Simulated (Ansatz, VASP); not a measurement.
**Two plane-wave programs on FeO**

The input INCAR:

```
ALGO     = Normal         # electronic algorithm
EDIFF    = 1E-6           # SCF threshold, eV
ENCUT    = 520            # plane-wave cutoff, eV
ISIF     = 2              # what is computed and relaxed
ISMEAR   = 0              # smearing method
ISPIN    = 2              # spin polarisation
LASPH    = T              # aspherical terms in the spheres
LCHARG   = T              # write CHGCAR
LDAU     = T              # DFT+U
LDAUJ    = 0.9 0        
LDAUL    = 2 -1           # shell
LDAUPRINT= 1            
LDAUTYPE = 1            
LDAUU    = 5 0            # U, eV
LELF     = T              # ELF
LMAXMIX  = 4              # l up to which the mixer works
LORBIT   = 11             # projections on sites
LREAL    = F              # projectors in reciprocal space
LVHAR    = T            
LWAVE    = F              # write WAVECAR
MAGMOM   = 3.81 0.25      # initial moments
NBANDS   = 18             # bands
NELM     = 150            # most SCF steps
PREC     = Accurate       # precision mode
SIGMA    = 0.05           # smearing width, eV
```

Contents of KPOINTS:

```
k-points
0
Gamma
  8 8 8
```

Contents of POSCAR:

```
FeO
1.0
    0.0000000000      2.1554001600      2.1554001600
    2.1554001600      0.0000000000      2.1554001600
    2.1554001600      2.1554001600      0.0000000000
Fe O
1 1
Direct
    0.0000000000      0.0000000000      0.0000000000
    0.5000000000      0.5000000000      0.5000000000
```

Input for Ansatz:

```yaml
crystal:
  lattice:
    - [0.0, 2.15540016, 2.15540016]
    - [2.15540016, 0.0, 2.15540016]
    - [2.15540016, 2.15540016, 0.0]
  atoms:
    - { symbol: Fe, position: [0.0, 0.0, 0.0], spin: 4.0 }
    - { symbol: O, position: [0.5, 0.5, 0.5] }
basis:
  ecutwfc: 420
  ecutrho_ratio: 4
kpoints:
  mp_grid: { grid: [8, 8, 8] }
hamiltonian:
  xc: lda
  hubbard:
    sites:
      - { site: 0, l: d, u: 5.0, j: 0.9, starting_ns: [{ spin: up, occupation_matrix: s0up }, { spin: down, occupation_matrix: s0down }] }
    occupation_matrices:
      s0up:
        matrix:
          - [0.97, 0.0, 0.0, 0.0, 0.0]
          - [0.0, 0.97, 0.0, 0.0, 0.0]
          - [0.0, 0.0, 0.97, 0.0, 0.0]
          - [0.0, 0.0, 0.0, 0.97, 0.0]
          - [0.0, 0.0, 0.0, 0.0, 0.97]
      s0down:
        matrix:
          - [0.57115, -0.21031, -0.31183, 0.26832, 0.07977]
          - [-0.21031, 0.10025, 0.11899, -0.10239, -0.03044]
          - [-0.31183, 0.11899, 0.19643, -0.15181, -0.04513]
          - [0.26832, -0.10239, -0.15181, 0.15063, 0.03884]
          - [0.07977, -0.03044, -0.04513, 0.03884, 0.03155]
    ns_hold: { iters: 12 }
scf:
  occupations: { method: gaussian, width: 0.05 }
  lower_state_search: "off"
  max_iter: 150
output:
  forces: true
  stress: true
  eigenvalues: true
  populations: true
  hubbard: { sites: [{ site: 0, l: d }] }
  write_density: true
  write_potential: true
  elf: true
  volumetric_format: npy
magnetization:
  spin_polarized: true
```

Alike in both runs: task single point; functional LDA; k mesh 8 × 8 × 8; occupations gaussian, width 0.05 eV; collinear spin; Hubbard terms Fe d U = 5.0 eV, J = 0.9 eV.

|  | VASP | Ansatz |
| --- | --- | --- |
| version | VASP 6.6.1 | Ansatz 0.2.0 |
| potentials or method | VASP PAW LDA potentials, release 64 (Fe, O), cutoff 520 eV | scalar-relativistic, plane waves, PAW |
| valence electrons in the cell | 14 | 22 |

|  | VASP | Ansatz | Ansatz less VASP |
| --- | --- | --- | --- |
| pressure (GPa) | -15.7 | -4.1 | +11.60 |
| net moment per atom (μB) | 2.00 | 2.00 | -0.002 |
| size of the moment on the site where the two differ most (μB) | 3.79 | 3.46 | -0.324 |

LDA's correlation is that of Perdew and Zunger in VASP and of Perdew and Wang (1992) in Ansatz. Site moments also hang on the region over which each program counts them. The programs project onto different local orbitals, so the same U acts differently, and such runs can settle in different states. VASP's potentials hold 14 valence electrons a cell and Ansatz's 22, so a difference there can come from the potentials and not from the codes. Ansatz's warnings: specified occupation not kept, symmetry narrowed by occupation matrices.
